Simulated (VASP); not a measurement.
Wanted: the native input for a VASP 6.6.1 run.

| Quantity | Value |
| --- | --- |
| Task | single point |
| Functional | r2SCAN |
| Potentials or basis | VASP PAW PBE potentials, release 64 (Ti_sv) |
| Cutoff | 520 eV |
| k mesh | 12 × 12 × 8 |
| Occupations | gaussian, width 0.15 eV |
| Spin | no spin polarisation |
| Dipole correction | no |
| Further INCAR settings | ALGO = Normal; EDIFF = 1e-06; NBANDS = 19 |

Crystal: Ti.

```
Ti
1.0
     2.93572   -0.00020   -0.00008
    -1.46803    2.54222   -0.00001
    -0.00012   -0.00008    4.63866
Ti
2
Cartesian
  0.0001 1.6946 1.1596
  1.4675 0.8474 3.4789
```

One way to write it, as run:

POSCAR

```
Ti
1.0
    2.9357179008     -0.0001953695     -0.0000773880
   -1.4680281453      2.5422233541     -0.0000067558
   -0.0001222107     -0.0000828775      4.6386565139
Ti
2
Direct
    0.3333801543      0.6666100780      0.2499979098
    0.6666198457      0.3333899220      0.7500020902
```

INCAR.step1

```
SYSTEM = Ti
ALGO = Normal
EDIFF = 1E-4
ENCUT = 520
GGA = PE
ISMEAR = 0
LASPH = .TRUE.
LCHARG = .FALSE.
LREAL = .FALSE.
LWAVE = .TRUE.
NBANDS = 19
NELM = 60
PREC = Accurate
SIGMA = 0.15
```

INCAR.step2

```
SYSTEM = Ti
ALGO = Normal
EDIFF = 1E-6
ENCUT = 520
ISIF = 2
ISMEAR = 0
ISTART = 1
LASPH = .TRUE.
LCHARG = .FALSE.
LMIXTAU = .TRUE.
LREAL = .FALSE.
LWAVE = .FALSE.
METAGGA = R2SCAN
NBANDS = 19
NELM = 60
PREC = Accurate
SIGMA = 0.15
```

KPOINTS

```
k-points
0
G
  12 12 8
  0 0 0
```

Potentials or basis: VASP PAW PBE potentials, release 64 (Ti_sv).

Launch:

```console
$ cat potpaw_PBE.64/Ti_sv/POTCAR > POTCAR
$ cp INCAR.step1 INCAR
$ mpirun -np 1 vasp_std > vasp.out
$ cp INCAR.step2 INCAR
$ mpirun -np 1 vasp_std > vasp.out
```

Results of the run:

- Pressure: 0.4 GPa
- Band gap on the k mesh: zero (bands 12 and 13 overlap by 1.21 eV)

Caveat: the PAW data sets were made with another functional, which shifts forces and pressure a little.

Wall time 46 min on 1 thread of Oxide Virtual Turin-like Processor, on a shared host, peak memory 0.38 GiB.
